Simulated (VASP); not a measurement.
A run of VASP 6.6.1:

INCAR

```
SYSTEM = Si2Mo
PREC = Accurate
ENCUT = 520
EDIFF = 1E-6
ISMEAR = 1
SIGMA = 0.1
LREAL = .False.
LASPH = .True.
NELM = 60
ALGO = Normal
ISIF = 2
LWAVE = .False.
LCHARG = .False.
GGA = PS
NBANDS = 18
```

File KPOINTS:

```
Automatic mesh
0
Gamma
  13 13 13
  0 0 0
```

POSCAR

```
Si2Mo
1.0
   -1.6000000000      1.6000000000      3.9305000000
    1.6000000000     -1.6000000000      3.9305000000
    1.6000000000      1.6000000000     -3.9305000000
Si Mo
2 1
Direct
    0.3330000000      0.3330000000      0.0000000000
    0.6670000000      0.6670000000      0.0000000000
    0.0000000000      0.0000000000      0.0000000000
```

Potentials or basis: VASP PAW PBE potentials, release 64 (Si, Mo_sv).

Run with:

```console
$ cat potpaw_PBE.64/Si/POTCAR potpaw_PBE.64/Mo_sv/POTCAR > POTCAR
$ mpirun -np 1 vasp_std > vasp.out
```

Hardware: 1 thread of Intel(R) Xeon(R) Platinum 8375C CPU @ 2.90GHz (Ice Lake) (shared host).

Question: Estimate the wall time of this run.

Answer: Run time: 3.2 min on 1 thread of Intel(R) Xeon(R) Platinum 8375C CPU @ 2.90GHz (Ice Lake), with other jobs on the host, peak memory 0.29 GiB. Counts: scf iterations 13, k points 196.
